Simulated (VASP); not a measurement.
# HfC (P6_3mc) in VASP: a series of runs

HfC is run at these levels: PBE; tasks: single point, relaxation of cell and atoms.

Program: VASP 6.6.1. These are calculated values, not measurements. Logs are shortened: lines on timing, memory, paths and dates and some standing lists are left out, and cuts for length are marked.

**1. The cell of the first run**

The structure is hexagonal, space group P6_3mc (No. 186). Conventional cell: a = 3.708 Å, b = 3.708 Å, c = 6.049 Å, α = 90.00°, β = 90.00°, γ = 120.00°. Within 3.0 Å of Hf (site symmetry 3m) lie 4 C at 2.27 Å. C (site symmetry 3m) has 4 Hf at 2.27 Å within 3.0 Å.

**2. Single point, PBE**

INCAR reads:

```
SYSTEM = HfC
PREC     = Accurate       ! precision mode
ENCUT    = 520            ! plane-wave cutoff, eV
EDIFF    = 1E-6           ! SCF threshold, eV
ISMEAR   = 0              ! smearing method
SIGMA    = 0.1            ! smearing width, eV
LREAL    = .False.        ! projectors in reciprocal space
LASPH    = .True.         ! aspherical terms in the spheres
NELM     = 100            ! most SCF steps
ALGO     = Normal         ! electronic algorithm
ISIF     = 2              ! what is computed and relaxed
LWAVE    = .False.        ! write WAVECAR
LCHARG   = .False.        ! write CHGCAR
GGA      = PE             ! functional
NBANDS   = 22             ! bands
```

KPOINTS reads:

```
Automatic mesh
0
Gamma
  6 6 4
  0 0 0
```

POSCAR reads:

```
HfC
1.0
    3.7080203000      0.0000000000      0.0000000000
   -1.8540101500      3.2112397800      0.0000000000
    0.0000000000      0.0000000000      6.0489537800
Hf C
2 2
Direct
    0.6666666700      0.3333333300      0.4999533600
    0.3333333300      0.6666666700      0.9999533600
    0.6666666700      0.3333333300      0.8759066500
    0.3333333300      0.6666666700      0.3759066500
```

Potentials or basis: VASP PAW PBE potentials, release 64 (Hf_pv, C).

Command:

```console
$ cat potpaw_PBE.64/Hf_pv/POTCAR potpaw_PBE.64/C/POTCAR > POTCAR
$ mpirun -np 1 vasp_std > vasp.out
```

OUTCAR:

```text
SYSTEM = HfC
   PREC = Accurate
   ENCUT = 520
   EDIFF = 1E-6
   ISMEAR = 0
   LREAL = .False.
   LASPH = .True.
   NELM = 100
   ISIF = 2
   GGA = PE

 ion  position               nearest neighbor table
   1  0.667  0.333  0.500-   4 2.27   4 2.27   4 2.27   3 2.27   2 3.71   2 3.71   2 3.71   2 3.71
                             2 3.71   2 3.71
   2  0.333  0.667  1.000-   3 2.27   3 2.27   3 2.27   4 2.27   1 3.71   1 3.71   1 3.71   1 3.71
                             1 3.71   1 3.71
   3  0.667  0.333  0.876-   2 2.27   2 2.27   2 2.27   1 2.27
   4  0.333  0.667  0.376-   1 2.27   1 2.27   1 2.27   2 2.27

  LATTYP: Found a hexagonal cell.
 ALAT       =     3.7080203000
 C/A-ratio  =     1.6313162525

  Lattice vectors:

 A1 = (   3.7080203000,   0.0000000000,   0.0000000000)
 A2 = (  -1.8540101500,   3.2112397800,   0.0000000000)
 A3 = (   0.0000000000,   0.0000000000,   6.0489537800)

Analysis of symmetry for initial positions (statically):
=====================================================================
 Subroutine PRICEL returns:
 Original cell was already a primitive cell.

 Routine SETGRP: Setting up the symmetry group for a
 hexagonal supercell.

 Subroutine GETGRP returns: Found 12 space group operations
 (whereof  6 operations were pure point group operations)
 out of a pool of 24 trial point group operations.

The static configuration has the point symmetry C_3v.
 The point group associated with its full space group is C_6v.

Analysis of symmetry for dynamics (positions and initial velocities):
=====================================================================
 Subroutine PRICEL returns:
 Original cell was already a primitive cell.

 Routine SETGRP: Setting up the symmetry group for a
 hexagonal supercell.

 Subroutine GETGRP returns: Found 12 space group operations
 (whereof  6 operations were pure point group operations)
 out of a pool of 24 trial point group operations.

The dynamic configuration has the point symmetry C_3v.
 The point group associated with its full space group is C_6v.

 Subroutine INISYM returns: Found 12 space group operations
 (whereof  6 operations are pure point group operations),
 and found     1 'primitive' translations

----------------------------------------------------------------------------------------

                                     Primitive cell

  volume of cell :      72.0270

  direct lattice vectors                    reciprocal lattice vectors
     3.708020300  0.000000000  0.000000000     0.269685686  0.155703104  0.000000000
    -1.854010150  3.211239780  0.000000000     0.000000000  0.311406207  0.000000000
     0.000000000  0.000000000  6.048953780     0.000000000  0.000000000  0.165317844

  length of vectors
     3.708020300  3.708020302  6.048953780     0.311406207  0.311406207  0.165317844

  position of ions in fractional coordinates (direct lattice)
     0.666666670  0.333333330  0.499953360
     0.333333330  0.666666670  0.999953360
     0.666666670  0.333333330  0.875906650
     0.333333330  0.666666670  0.375906650

  ion indices of the primitive-cell ions
   primitive index   ion index
                 1           1
                 2           2
                 3           3
                 4           4

----------------------------------------------------------------------------------------

 KPOINTS: Automatic mesh

Automatic generation of k-mesh.
 Grid dimensions read from file:
 generate k-points for:    6    6    4

 Generating k-lattice:

  Cartesian coordinates                     Fractional coordinates (reciprocal lattice)
     0.044947614  0.025950517  0.000000000     0.166666667 -0.000000000  0.000000000
     0.000000000  0.051901035  0.000000000     0.000000000  0.166666667  0.000000000
     0.000000000  0.000000000  0.041329461     0.000000000  0.000000000  0.250000000

  Length of vectors
     0.051901035  0.051901035  0.041329461

  Shift w.r.t. Gamma in fractional coordinates (k-lattice)
     0.000000000  0.000000000  0.000000000

 Subroutine IBZKPT returns following result:
 ===========================================

 Found     21 irreducible k-points:

 Following reciprocal coordinates:
            Coordinates               Weight
  0.000000  0.000000  0.000000      1.000000
  0.166667  0.000000  0.000000      6.000000
  0.333333  0.000000  0.000000      6.000000
  0.500000  0.000000  0.000000      3.000000
  0.166667  0.166667  0.000000      6.000000
  0.333333  0.166667  0.000000     12.000000
[... 13 lines left out ...]
  0.333333  0.166667  0.500000     12.000000
  0.333333  0.333333  0.500000      2.000000
   k-points           NKPTS =     21   k-points in BZ     NKDIM =     21   number of bands    NBANDS=     22
   number of dos      NEDOS =    301   number of ions     NIONS =      4
   total plane-waves  NPLWV =  37632
   dimension x,y,z NGX =    28 NGY =   28 NGZ =   48
   dimension x,y,z NGXF=    56 NGYF=   56 NGZF=   96
   ions per type =               2   2
   NGX,Y,Z   is equivalent  to a cutoff of  12.55, 12.55, 13.19 a.u.
   NGXF,Y,Z  is equivalent  to a cutoff of  25.11, 25.11, 26.38 a.u.
 SYSTEM =  HfC
   PREC   = accura    normal or accurate (medium, high low for compatibility)
   ISTART =      0    job   : 0-new  1-cont  2-samecut
   ICHARG =      2    charge: 1-file 2-atom 10-const
   ISPIN  =      1    spin polarized calculation?
   LNONCOLLINEAR =      F non collinear calculations
   LSORBIT =      F    spin-orbit coupling
   LASPH  =      T    aspherical Exc in radial PAW
   ENCUT  =  520.0 eV  38.22 Ry    6.18 a.u.   6.89  6.89 11.25*2*pi/ulx,y,z
   NELM   =    100;   NELMIN=  2; NELMDL= -5     # of ELM steps
   EDIFF  = 0.1E-05   stopping-criterion for ELM
   LREAL  =      F    real-space projection
   EDIFFG = 0.1E-04   stopping-criterion for IOM
   NSW    =      0    number of steps for IOM
   IBRION =     -1    ionic relax: 0-MD 1-quasi-New 2-CG
   NFREE  =      0    steps in history (QN), initial steepest desc. (CG)
   ISIF   =      2    stress and relaxation
   ISYM   =      2    0-nonsym 1-usesym 2-fastsym
   POTIM  = 0.5000    time-step for ionic-motion
   TEBEG  =    0.0;   TEEND  =   0.0 temperature during run
   PSTRESS=    0.0 pullay stress
   NELECT =      28.0000    total number of electrons
   NUPDOWN=      -1.0000    fix difference up-down
   EMIN   =  10.00;   EMAX   =-10.00  energy-range for DOS
   EFERMI =   0.00;   METHOD = LEGACY
   ISMEAR =     0;   SIGMA  =   0.10  broadening in eV -4-tet -1-fermi 0-gaus
   EFERMI_NEDOS =   21; number of points for ismear=-14 and -15
   IALGO  =     38    algorithm
   IMIX   =      4    mixing-type and parameters
     AMIX     =   0.40;   BMIX     =  1.00
     AMIX_MAG =   1.60;   BMIX_MAG =  1.00
  volume/ion in A,a.u.               =      18.01       121.52
  Fermi-wavevector in a.u.,A,eV,Ry     =   1.194802  2.257848 19.423010  1.427551
  Thomas-Fermi vector in A             =   2.330783
   LORBIT       =      0    0 simple, 1 ext, 2 COOP (PROOUT), +10 PAW based schemes
   GGA     = PE    functional components
   LHFCALC =     F    Hartree Fock is set to
   AEXX    =    0.0000 exact exchange contribution
   IVDW    =     0    specifies the selected vdW correction
   LEPSILON=     F    determine dielectric tensor
   LRPA    =     F    only Hartree local field effects (RPA)
 non-spin polarized calculation
 Gauss-broadening in eV      SIGMA  =   0.10
  energy-cutoff  :      520.00
  volume of cell :       72.03
 maximum number of plane-waves:      1965
 NGX is ok and might be reduce to    28
   NGX = 13   NGY = 13   NGZ = 23

 number of electron      27.9999999 magnetization

 Free energy of the ion-electron system (eV)
  ---------------------------------------------------
  ext. energy  EPLUGINS =         0.00000000
  ---------------------------------------------------
  free energy    TOTEN  =       -39.50584198 eV

  energy without entropy =      -39.50584198  energy(sigma->0) =      -39.50584198

 E-fermi :   3.2715     XC(G=0): -10.2932

 val. band max:        2.7411358437   @ k =   0.5000   0.0000   0.0000
 cond. band min:       3.7667698801   @ k =   0.3333   0.0000   0.0000
 fundamental gap:      1.0256340364
 Fermi energy:         3.2715045681

 k-point     1 :       0.0000    0.0000    0.0000
  band No.  band energies     occupation
      1     -27.3787      2.00000
      2     -27.2162      2.00000
      3     -27.2162      2.00000
      4     -27.1873      2.00000
      5     -27.1873      2.00000
      6     -27.1856      2.00000
[... 14 lines left out ...]
     21       9.4346      0.00000
     22       9.7345      0.00000

 k-point     2 :       0.1667    0.0000    0.0000
  band No.  band energies     occupation
      1     -27.3637      2.00000
      2     -27.2521      2.00000
      3     -27.2273      2.00000
      4     -27.2258      2.00000
      5     -27.1942      2.00000
      6     -27.1927      2.00000
[... 14 lines left out ...]
     21       9.1665      0.00000
     22       9.5284      0.00000

 k-point     3 :       0.3333    0.0000    0.0000
  band No.  band energies     occupation
      1     -27.3385      2.00000
      2     -27.3136      2.00000
      3     -27.2999      2.00000
      4     -27.2489      2.00000
      5     -27.2133      2.00000
      6     -27.2087      2.00000
[... 14 lines left out ...]
     21       8.7043      0.00000
     22       8.7828      0.00000
[... 401 lines left out ...]
 k-point    20 :       0.3333    0.1667    0.5000
  band No.  band energies     occupation
      1     -27.3601      2.00000
      2     -27.3601      2.00000
      3     -27.2637      2.00000
      4     -27.2637      2.00000
      5     -27.2289      2.00000
      6     -27.2289      2.00000
[... 14 lines left out ...]
     21       8.3933      0.00000
     22       8.3933      0.00000

 k-point    21 :       0.3333    0.3333    0.5000
  band No.  band energies     occupation
      1     -27.3527      2.00000
      2     -27.3527      2.00000
      3     -27.2940      2.00000
      4     -27.2940      2.00000
      5     -27.2267      2.00000
      6     -27.2267      2.00000
[... 14 lines left out ...]
     21       7.9418      0.00000
     22       7.9418      0.00000

------------------------ aborting loop because EDIFF is reached ----------------------------------------

  FORCE on cell =-STRESS in cart. coord.  units (eV):
  Direction    XX          YY          ZZ          XY          YZ          ZX
  --------------------------------------------------------------------------------------
  -------------------------------------------------------------------------------------
  Total       -6.3820492     -6.3820493     -9.2625515     -0.0000000      0.0000000      0.0000000
  in kB     -141.9631507   -141.9631509   -206.0374262     -0.0000000      0.0000000      0.0000000
  external PRESSURE =    -163.3212426 kB  Pullay stress =       0.0000000 kB

 VOLUME and BASIS-vectors are now :
 -----------------------------------------------------------------------------
  energy-cutoff  :      520.00
  volume of cell :       72.03
      direct lattice vectors                 reciprocal lattice vectors
     3.708020300  0.000000000  0.000000000     0.269685686  0.155703104  0.000000000
    -1.854010150  3.211239780  0.000000000     0.000000000  0.311406207  0.000000000
     0.000000000  0.000000000  6.048953780     0.000000000  0.000000000  0.165317844

 POSITION                                       TOTAL-FORCE (eV/Angst)
 -----------------------------------------------------------------------------------
      1.85401      1.07041      3.02419         0.000000      0.000000     -0.338906
     -0.00000      2.14083      6.04867         0.000000      0.000000     -0.338906
      1.85401      1.07041      5.29832        -0.000000     -0.000000      0.338906
     -0.00000      2.14083      2.27384         0.000000      0.000000      0.338906
 -----------------------------------------------------------------------------------
    total drift:                               -0.000009      0.000005     -0.000039

  FREE ENERGIE OF THE ION-ELECTRON SYSTEM (eV)
  ---------------------------------------------------
  free  energy   TOTEN  =       -39.5058419849 eV

  energy  without entropy=      -39.5058419849  energy(sigma->0) =      -39.50584198
```

It took 60 s on 1 thread of AMD EPYC 7R43 (Zen 3), shared host; peak memory 0.15 GiB.

Results:

```yaml
Free_energy: -39.5058 eV
Pressure: -16.3 GPa
Largest_force: 0.339 eV/Å
Band_gap_on_the_k_mesh: 1.03 eV, indirect (least direct gap 1.35 eV)
```

Forces in eV/Å, atoms in the order of the input:
```
Hf   0.000  0.000 -0.339
Hf   0.000  0.000 -0.339
C    0.000  0.000  0.339
C    0.000  0.000  0.339
```

Stress tensor (GPa, compression positive):
```
-14.20   0.00   0.00
  0.00 -14.20   0.00
  0.00   0.00 -20.60
```

Levels at points of the mesh, in eV from the valence-band top:
| k point | band 11 | band 12 | band 13 | band 14 | band 15 | band 16 | band 17 | band 18 |
| --- | --- | --- | --- | --- | --- | --- | --- | --- |
| (0.00, 0.00, 0.00) | -1.68 | -1.66 | -1.20 | -1.20 | 2.55 | 2.55 | 3.14 | 4.03 |
| (0.50, 0.00, 0.00) | -1.19 | -1.15 | -0.69 | 0.00 | 1.35 | 2.28 | 3.38 | 4.00 |
| (0.00, 0.00, 0.50) | -1.51 | -1.51 | -1.51 | -1.51 | 3.61 | 3.61 | 3.61 | 3.61 |
| (0.50, 0.00, 0.50) | -1.01 | -1.01 | -0.66 | -0.66 | 2.57 | 2.57 | 4.14 | 4.14 |

Caveat: spin-orbit coupling is left out, which moves the levels of the heavy elements. A k mesh can miss the band edges.

**3. Relaxation of cell and atoms, PBE**

INCAR reads:

```
PREC     = Accurate       # precision mode
ENCUT    = 600            # plane-wave cutoff, eV
EDIFF    = 1E-7           # SCF threshold, eV
ISMEAR   = 0              # smearing method
SIGMA    = 0.1            # smearing width, eV
LREAL    = False          # projectors in reciprocal space
LASPH    = True           # aspherical terms in the spheres
NELM     = 80             # most SCF steps
ALGO     = Normal         # electronic algorithm
ISIF     = 3              # what is computed and relaxed
LWAVE    = False          # write WAVECAR
LCHARG   = False          # write CHGCAR
GGA      = PE             # functional
IBRION   = 2              # ionic algorithm
NSW      = 90             # ionic steps
EDIFFG   = -0.04          # ionic threshold
```

KPOINTS reads:

```
Automatic mesh
0
Gamma
  6 6 4
```

POSCAR is that of step 2.

Potentials or basis: VASP PAW PBE potentials, release 64 (Hf_pv, C).

Command:

```console
$ cat potpaw_PBE.64/Hf_pv/POTCAR potpaw_PBE.64/C/POTCAR > POTCAR
$ mpirun -np 1 vasp_std > vasp.out
```

It took 12 min on 1 thread of AMD EPYC 7R43 (Zen 3), shared host; peak memory 0.17 GiB.

The run converged. Its results:

- Free energy: -41.0141 eV
- Relaxed volume: 14.87 Å³/atom
- Relaxed cell: a = 3.840 Å, b = 3.840 Å, c = 4.657 Å, α = 90.00°, β = 90.00°, γ = 120.00°
- Space group after relaxing (to 0.05 Å): P6_3mc (No. 186)
- Energy gained by relaxing: 376.7 meV/atom
- Ionic steps: 19
- Pressure after relaxing: 0.1 GPa
- Largest force after relaxing: 0.034 eV/Å
- Band gap on the k mesh: zero (band 14 reaches 5.52 eV, above the bottom of band 15 at 4.63 eV)

Forces in eV/Å, atoms in the order of the input:
```
Hf   0.000  0.000 -0.034
Hf   0.000  0.000 -0.034
C    0.000  0.000  0.034
C    0.000  0.000  0.034
```

Stress tensor (GPa, compression positive):
```
 0.14  0.00  0.00
 0.00  0.14  0.00
 0.00  0.00 -0.12
```

Step by step:
```csv
step,energy change (eV),largest force (eV/Å),pressure (GPa),volume (Å³)
1,0.0000,0.3389,-16.39,72.03
2,0.1945,0.9318,32.44,54.45
3,-0.5412,0.4855,0.19,63.18
4,-0.5417,0.4918,0.76,62.96
5,-0.6263,0.4449,0.49,62.90
6,-0.8765,0.7463,-1.14,62.49
7,-1.3181,1.3952,-0.45,60.66
8,-1.3476,1.1890,-0.64,60.63
9,-1.3772,0.6314,-0.58,60.52
10,-1.4094,0.5443,-0.96,60.49
11,-1.4758,0.3075,-1.77,60.38
12,-1.4858,0.0661,-2.17,60.12
13,-1.5004,0.0797,-2.19,60.24
14,-1.5004,0.0885,-2.18,60.25
15,-1.5039,0.0847,-1.31,59.95
16,-1.5060,0.0787,0.00,59.52
17,-1.5060,0.0782,0.12,59.48
18,-1.5063,0.0668,0.10,59.48
19,-1.5069,0.0340,0.05,59.49
```

Final structure:
```cif
data_structure
_symmetry_space_group_name_H-M 'P 1'
_symmetry_Int_Tables_number 1
_cell_length_a 3.8404
_cell_length_b 3.8404
_cell_length_c 4.6575
_cell_angle_alpha 90.000
_cell_angle_beta 90.000
_cell_angle_gamma 120.000
_cell_volume 59.49
loop_
_atom_site_label
_atom_site_type_symbol
_atom_site_fract_x
_atom_site_fract_y
_atom_site_fract_z
_atom_site_occupancy
Hf1 Hf 0.66667 0.33333 0.44644 1
Hf2 Hf 0.33333 0.66667 0.94644 1
C1 C 0.66667 0.33333 0.92942 1
C2 C 0.33333 0.66667 0.42942 1
```

Levels at points of the mesh, in eV from the Fermi level:
```tsv
k point	band 11	band 12	band 13	band 14	band 15	band 16	band 17	band 18
(0.00, 0.00, 0.00)	-2.63	-2.63	-2.01	0.98	1.27	1.27	2.52	4.74
(0.50, 0.00, 0.00)	-1.76	-1.73	-1.37	-0.55	0.45	1.75	2.90	3.87
(0.00, 0.00, 0.50)	-3.14	-3.14	-3.14	-3.14	4.15	4.15	4.33	4.33
(0.50, 0.00, 0.50)	-2.38	-2.38	-1.65	-1.65	2.32	2.32	3.63	3.63
```

Caveat: the volume moved by over 15 % at a fixed basis, so the end points are rough; spin-orbit coupling is left out, which moves the levels of the heavy elements.
